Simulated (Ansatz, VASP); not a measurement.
**La2Zr2O: VASP beside Ansatz**

```
CELL_PARAMETERS angstrom
4.30075 0.00000 0.00000
0.00000 4.30075 0.00000
0.00000 0.00000 6.22478
ATOMIC_POSITIONS crystal
La 0.00000 0.50000 0.00000
La 0.50000 0.00000 0.00000
Zr 0.50000 0.50000 0.68403
Zr 0.50000 0.50000 0.31597
O 0.50000 0.50000 0.00000
```

Alike in both runs: task single point; functional PBE; k mesh 4 × 4 × 4; occupations gaussian, width 0.1 eV; no spin polarisation.

|  | VASP | Ansatz |
| --- | --- | --- |
| version | VASP 6.6.1 | Ansatz 0.2.0 |
| potentials or method | VASP PAW PBE potentials, release 64 (La, Zr_sv, O), cutoff 520 eV | scalar-relativistic, plane waves, PAW |
| valence electrons in the cell | 52 | 52 |

```tsv
	VASP	Ansatz	Ansatz less VASP
gap on the k mesh at the Fermi level (eV)	none	none	-
rms of the force components (eV/Å)	1.405	1.405	-0.0002
```

Atom by atom the forces differ by 0.000 eV/Å (rms over components). A gap of «none» marks a metal or a gap that the smearing closes.

The k mesh is coarse, so the values compare programs but aren't converged. Spin-orbit coupling is off throughout.
